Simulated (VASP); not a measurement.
Set up this calculation in VASP 6.6.1, as the native input.

```yaml
Task: single point
Functional: r2SCAN
Potentials_or_basis: VASP PAW PBE potentials, release 64 (F, O, Na_pv)
Cutoff: 520 eV
k_mesh: 6 × 6 × 6
Occupations: gaussian, width 0.01 eV
Spin: no spin polarisation
Dipole_correction: no
Further_INCAR_settings: ALGO = Normal; EDIFF = 1e-07; NBANDS = 25
```

Na3OF:

```
CELL_PARAMETERS angstrom
4.30291 0.00000 0.00000
0.00000 4.30291 0.00000
0.00000 0.00000 4.30291
ATOMIC_POSITIONS crystal
F 0.00000 0.00000 0.00000
O 0.50000 0.50000 0.50000
Na 0.50000 0.50000 0.00000
Na 0.50000 0.00000 0.50000
Na 0.00000 0.50000 0.50000
```

One way to write it, as run:

POSCAR

```
Na3OF
1.0
    4.3029094611      0.0000000000      0.0000000000
    0.0000000000      4.3029094611      0.0000000000
    0.0000000000      0.0000000000      4.3029094611
F O Na
1 1 3
Direct
    0.0000000000      0.0000000000      0.0000000000
    0.5000000000      0.5000000000      0.5000000000
    0.5000000000      0.5000000000      0.0000000000
    0.5000000000      0.0000000000      0.5000000000
    0.0000000000      0.5000000000      0.5000000000
```

INCAR.step1

```
ALGO     = Normal         # electronic algorithm
EDIFF    = 1E-4           # SCF threshold, eV
ENCUT    = 520            # plane-wave cutoff, eV
GGA      = PE             # functional
ISMEAR   = 0              # smearing method
LASPH    = T              # aspherical terms in the spheres
LCHARG   = F              # write CHGCAR
LREAL    = F              # projectors in reciprocal space
LWAVE    = T              # write WAVECAR
NBANDS   = 25             # bands
NELM     = 60             # most SCF steps
PREC     = Accurate       # precision mode
SIGMA    = 0.01           # smearing width, eV
```

INCAR.step2

```
ALGO     = Normal         # electronic algorithm
EDIFF    = 1E-7           # SCF threshold, eV
ENCUT    = 520            # plane-wave cutoff, eV
ISIF     = 2              # what is computed and relaxed
ISMEAR   = 0              # smearing method
ISTART   = 1            
LASPH    = T              # aspherical terms in the spheres
LCHARG   = F              # write CHGCAR
LMIXTAU  = T            
LREAL    = F              # projectors in reciprocal space
LWAVE    = F              # write WAVECAR
METAGGA  = R2SCAN         # meta-GGA
NBANDS   = 25             # bands
NELM     = 60             # most SCF steps
PREC     = Accurate       # precision mode
SIGMA    = 0.01           # smearing width, eV
```

KPOINTS

```
k-points
0
Gamma
  6 6 6
```

Potentials or basis: VASP PAW PBE potentials, release 64 (F, O, Na_pv).

The run is started by

```bash
$ cat potpaw_PBE.64/F/POTCAR potpaw_PBE.64/O/POTCAR potpaw_PBE.64/Na_pv/POTCAR > POTCAR
$ cp INCAR.step1 INCAR
$ mpirun -np 1 vasp_std > vasp.out
$ cp INCAR.step2 INCAR
$ mpirun -np 1 vasp_std > vasp.out
```

It gave:

```json
{
 "Pressure": "1.3 GPa",
 "Band gap on the k mesh": "2.47 eV"
}
```

Caveat: the PAW data sets were made with another functional, which shifts forces and pressure a little.

Run time: 43 s on 1 thread of Intel(R) Xeon(R) 6975P-C (Granite Rapids) (shared host), peak memory 0.19 GiB.
